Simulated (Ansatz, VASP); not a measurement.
## One calculation of Ta2N, two programs

```xyz
3
Lattice="3.0017 0.0000 0.0000 -1.5008 2.5995 0.0000 0.0000 0.0000 4.7027" Properties=species:S:1:pos:R:3 pbc="T T T"
Ta    1.5008    0.8665    3.5094
Ta    0.0000    1.7330    1.1933
N     0.0000    0.0000    0.0000
```

Change from the starting cell: strain -0.025 along x and y, -0.025 along z, atoms carried along.

Alike in both runs: task single point; functional PBEsol; k mesh 18 × 18 × 10; occupations gaussian, width 0.15 eV; no spin polarisation.

|  | VASP | Ansatz |
| --- | --- | --- |
| version | VASP 6.6.1 | Ansatz 0.2.0 |
| potentials or method | VASP PAW PBE potentials, release 64 (Ta_pv, N), cutoff 520 eV | scalar-relativistic, plane waves, PAW |
| valence electrons in the cell | 27 | 31 |

```tsv
	VASP	Ansatz	Ansatz less VASP
gap on the k mesh at the Fermi level (eV)	none	none	-
pressure (GPa)	27.9	27.0	-0.91
traceless stress, the component that is largest in VASP (GPa)	0.11	0.17	+0.059
rms of the force components (eV/Å)	0.305	0.269	-0.0350
```

VASP's potentials were made for PBE, not for PBEsol. Atom by atom the forces differ by 0.035 eV/Å (rms over components). A gap of «none» marks a metal or a gap that the smearing closes. With one functional, cell and mesh, what is left measures potentials, basis and numerics. VASP's potentials hold 27 valence electrons a cell and Ansatz's 31, so a difference there can come from the potentials and not from the codes.

Neither program's run includes spin-orbit coupling.
